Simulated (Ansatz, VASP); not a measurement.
**AlRu in VASP and in Ansatz**

```xyz
2
Lattice="2.9916 0.0000 0.0337 0.0000 2.9916 0.0000 0.0337 0.0000 2.9916" Properties=species:S:1:pos:R:3 pbc="T T T"
Al    0.0000    0.0000    0.0000
Ru    1.5126    1.4958    1.5126
```

Change from the starting cell: strain +0.0225 x Voigt [0, 0, 0, 0, 1, 0], atoms carried along.

Alike in both runs: task single point; functional PBEsol; k mesh 16 × 16 × 16; occupations gaussian, width 0.15 eV; no spin polarisation.

|  | VASP | Ansatz |
| --- | --- | --- |
| version | VASP 6.6.1 | Ansatz 0.2.0 |
| potentials or method | VASP PAW PBE potentials, release 64 (Al, Ru_pv), cutoff 520 eV | scalar-relativistic, plane waves, PAW |
| valence electrons in the cell | 17 | 19 |

VASP gave:

```
gap on the k mesh at the Fermi level (eV)                     : none
pressure (GPa)                                                : -3.1
traceless stress, the component that is largest in VASP (GPa) : -2.91
```

Task: Which values does Ansatz return?

Result: gap on the k mesh at the Fermi level (eV): none; pressure (GPa): -3.1; traceless stress, the component that is largest in VASP (GPa): -2.90.

VASP's potentials were made for PBE, not for PBEsol. A gap of «none» marks a metal or a gap that the smearing closes. VASP's potentials hold 17 valence electrons a cell and Ansatz's 19, so a difference there can come from the potentials and not from the codes.
